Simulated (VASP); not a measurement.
# TePb (Fm-3m) in VASP: notebook, part 2 of 2

VASP 6.6.1. The steps go on from the part before.

### Step 3. Single point, revPBE+D4

INCAR reads:

```
SYSTEM = TePb
PREC = Accurate
ENCUT = 520
EDIFF = 1E-6
ISMEAR = -1
SIGMA = 0.05
LREAL = .False.
LASPH = .True.
NELM = 80
ALGO = Normal
ISIF = 2
LWAVE = .False.
LCHARG = .False.
GGA = RE
IVDW = 13
NBANDS = 17
```

KPOINTS reads:

```
regular mesh
0
Gamma
  7 7 7
  0 0 0
```

POSCAR reads:

```
TePb
1.0
    0.0000000000      3.2093147829      3.2093147829
    3.2093147829      0.0000000000      3.2093147829
    3.2093147829      3.2093147829      0.0000000000
Pb Te
1 1
Direct
    0.0000000000      0.0000000000      0.0000000000
    0.5000000000      0.5000000000      0.5000000000
```

Potentials or basis: VASP PAW PBE potentials, release 64 (Pb_d, Te).

On the command line:

```
> cat potpaw_PBE.64/Pb_d/POTCAR potpaw_PBE.64/Te/POTCAR > POTCAR
> mpirun -np 1 vasp_std > vasp.out
```

Run time: 35 s. Hardware: 1 thread of Intel Xeon 6975P-C, shared host; peak memory 0.21 GiB.

It converged, with:

- Free energy: -8.1803 eV
- Pressure: 1.0 GPa
- Dispersion energy per atom: -0.666 eV

Levels at points of the mesh, in eV from the Fermi level:
| k point | band 7 | band 8 | band 9 | band 10 | band 11 | band 12 | band 13 | band 14 |
| --- | --- | --- | --- | --- | --- | --- | --- | --- |
| (0.00, 0.00, 0.00) | -5.93 | -1.85 | -1.85 | -1.85 | 3.71 | 3.71 | 3.71 | 5.35 |

Caveat: this odd mesh misses L, where the gap lies, so gap, dielectric constants and Born charges aren't listed; the PAW data sets were made with another functional, which shifts forces and pressure a little; spin-orbit coupling is left out, which moves the levels of the heavy elements.

### Step 4. Single point, LDA

This run uses another cell than the first one, of 33.73 Å³/atom, 1.020 times its volume.

INCAR reads:

```
PREC = Accurate
ENCUT = 520
EDIFF = 1E-7
ISMEAR = -1
SIGMA = 0.05
LREAL = F
LASPH = T
NELM = 100
ALGO = Normal
ISIF = 2
LWAVE = F
LCHARG = T
GGA = CA
LELF = T
LVHAR = T
NBANDS = 17
```

KPOINTS reads:

```
Automatic mesh
0
Gamma
  7 7 7
```

POSCAR reads:

```
TePb
1.0
    0.0000000000      3.2310000000      3.2310000000
    3.2310000000      0.0000000000      3.2310000000
    3.2310000000      3.2310000000      0.0000000000
Pb Te
1 1
Direct
    0.0000000000      0.0000000000      0.0000000000
    0.5000000000      0.5000000000      0.5000000000
```

Potentials or basis: VASP PAW LDA potentials, release 64 (Pb_d, Te).

On the command line:

```
> cat potpaw_LDA.64/Pb_d/POTCAR potpaw_LDA.64/Te/POTCAR > POTCAR
> mpirun -np 1 vasp_std > vasp.out
```

OUTCAR:

```text
PREC = Accurate
   ENCUT = 520
   EDIFF = 1E-7
   ISMEAR = -1
   LREAL = F
   LASPH = T
   NELM = 100
   ISIF = 2
   GGA = CA

 ion  position               nearest neighbor table
   1  0.000  0.000  0.000-   2 3.23   2 3.23   2 3.23   2 3.23   2 3.23   2 3.23
   2  0.500  0.500  0.500-   1 3.23   1 3.23   1 3.23   1 3.23   1 3.23   1 3.23

  LATTYP: Found a face centered cubic cell.
 ALAT       =     6.4620000000

  Lattice vectors:

 A1 = (   0.0000000000,   3.2310000000,   3.2310000000)
 A2 = (   3.2310000000,   0.0000000000,   3.2310000000)
 A3 = (   3.2310000000,   3.2310000000,   0.0000000000)

Analysis of symmetry for initial positions (statically):
=====================================================================
 Subroutine PRICEL returns:
 Original cell was already a primitive cell.

 Routine SETGRP: Setting up the symmetry group for a
 face centered cubic supercell.

 Subroutine GETGRP returns: Found 48 space group operations
[... 9 lines left out ...]

 Routine SETGRP: Setting up the symmetry group for a
 face centered cubic supercell.
[... 144 lines left out ...]
  free energy    TOTEN  =        -8.76434763 eV

  energy without entropy =       -8.76434244  energy(sigma->0) =       -8.76434503

 E-fermi :   5.7707     XC(G=0):  -9.5750

 val. band max:        5.2959383372   @ k =   0.4286   0.0000   0.0000
 cond. band min:       6.2292197338   @ k =   0.4286   0.0000   0.0000
 fundamental gap:      0.9332813966
 Fermi energy:         5.7706524049

 k-point     1 :       0.0000    0.0000    0.0000
  band No.  band energies     occupation
      1     -11.2529      2.00000
      2     -11.2529      2.00000
      3     -11.2391      2.00000
      4     -11.2391      2.00000
      5     -11.2391      2.00000
      6      -6.6421      2.00000
[... 377 lines left out ...]
      4     -11.2273      2.00000
      5     -11.2140      2.00000
      6      -4.8397      2.00000
[... 9 lines left out ...]
     16      15.6801      0.00000
     17      16.1605      0.00000

------------------------ aborting loop because EDIFF is reached ----------------------------------------

  FORCE on cell =-STRESS in cart. coord.  units (eV):
  Direction    XX          YY          ZZ          XY          YZ          ZX
  --------------------------------------------------------------------------------------
  -------------------------------------------------------------------------------------
  Total       -0.7043687     -0.7043687     -0.7043687      0.0000000      0.0000000      0.0000000
  in kB      -16.7289907    -16.7289907    -16.7289907      0.0000000      0.0000000      0.0000000
  external PRESSURE =     -16.7289907 kB  Pullay stress =       0.0000000 kB

 VOLUME and BASIS-vectors are now :
 -----------------------------------------------------------------------------
  energy-cutoff  :      520.00
  volume of cell :       67.46
      direct lattice vectors                 reciprocal lattice vectors
     0.000000000  3.231000000  3.231000000    -0.154750851  0.154750851  0.154750851
     3.231000000  0.000000000  3.231000000     0.154750851 -0.154750851  0.154750851
     3.231000000  3.231000000  0.000000000     0.154750851  0.154750851 -0.154750851

 POSITION                                       TOTAL-FORCE (eV/Angst)
 -----------------------------------------------------------------------------------
      0.00000      0.00000      0.00000        -0.000000     -0.000000     -0.000000
      3.23100      3.23100      3.23100         0.000000      0.000000      0.000000
 -----------------------------------------------------------------------------------
    total drift:                               -0.000000      0.000000      0.000000

  FREE ENERGIE OF THE ION-ELECTRON SYSTEM (eV)
  ---------------------------------------------------
  free  energy   TOTEN  =        -8.7643476289 eV

  energy  without entropy=       -8.7643424363  energy(sigma->0) =       -8.76434503
```

It took 36 s on 1 thread of Intel Xeon 6975P-C, shared host; peak memory 0.18 GiB.

Results:

```yaml
Free_energy: -8.7643 eV
Pressure: -1.7 GPa
```

Caveat: this odd mesh misses L, where the gap lies, so gap, dielectric constants and Born charges aren't listed; spin-orbit coupling is left out, which moves the levels of the heavy elements.

### Step 5. Single point, RPBE+D3(BJ)

This run uses another cell than the first one, of 33.73 Å³/atom, 1.020 times its volume.

INCAR reads:

```
SYSTEM = TePb
PREC = Accurate ; ENCUT = 520
EDIFF = 1E-7 ; ISMEAR = -1
SIGMA = 0.05 ; LREAL = .False.
LASPH = .True. ; NELM = 60
ALGO = Normal ; ISIF = 2
LWAVE = .False. ; LCHARG = .True.
GGA = RP ; IVDW = 12
LELF = .True. ; LVHAR = .True.
NBANDS = 17
```

KPOINTS reads:

```
regular mesh
0
Gamma
  7 7 7
  0 0 0
```

POSCAR is that of step 4.

Potentials or basis: VASP PAW PBE potentials, release 64 (Pb_d, Te).

On the command line:

```
> cat potpaw_PBE.64/Pb_d/POTCAR potpaw_PBE.64/Te/POTCAR > POTCAR
> mpirun -np 1 vasp_std > vasp.out
```

Run time: 47 s. Hardware: 1 thread of Intel Xeon 6975P-C, shared host; peak memory 0.22 GiB.

Results (log left out):

```
Free energy                : -10.5961 eV
Pressure                   : -10.5 GPa
Dispersion energy per atom : -1.909 eV
```

Levels at points of the mesh, in eV from the Fermi level:
```tsv
k point	band 6	band 7	band 8	band 9	band 10	band 11	band 12	band 13	band 14	band 15
(0.00, 0.00, 0.00)	-12.44	-6.00	-1.80	-1.80	-1.80	3.67	3.67	3.67	5.37	5.37
```

Caveat: this odd mesh misses L, where the gap lies, so gap, dielectric constants and Born charges aren't listed; the PAW data sets were made with another functional, which shifts forces and pressure a little; spin-orbit coupling is left out, which moves the levels of the heavy elements.

### Step 6. Summary

| level | potentials or basis | cell | pressure (GPa) |
| --- | --- | --- | --- |
| RPBE+D3(BJ) | VASP PAW PBE potentials, release 64 (Pb_d, Te) | a = 4.539 Å, angles 60.0°, 2 atoms | -10.0 |
| revPBE+D4 | VASP PAW PBE potentials, release 64 (Pb_d, Te) | a = 4.539 Å, angles 60.0°, 2 atoms | 1.0 |
| LDA | VASP PAW LDA potentials, release 64 (Pb_d, Te) | a = 4.569 Å, angles 60.0°, 2 atoms | -1.7 |
| RPBE+D3(BJ) | VASP PAW PBE potentials, release 64 (Pb_d, Te) | a = 4.569 Å, angles 60.0°, 2 atoms | -10.5 |

Alike in all rows: task single point; no spin polarisation; k mesh 7 × 7 × 7; cutoff (eV) 520; smearing fermi-dirac 0.05 eV.

Caveats: spin-orbit coupling is left out, which moves the levels of the heavy elements; the PAW data sets were made with another functional, which shifts forces and pressure a little (some runs).

Total energies depend on the potentials used, so only differences within one code and one set of settings carry meaning.
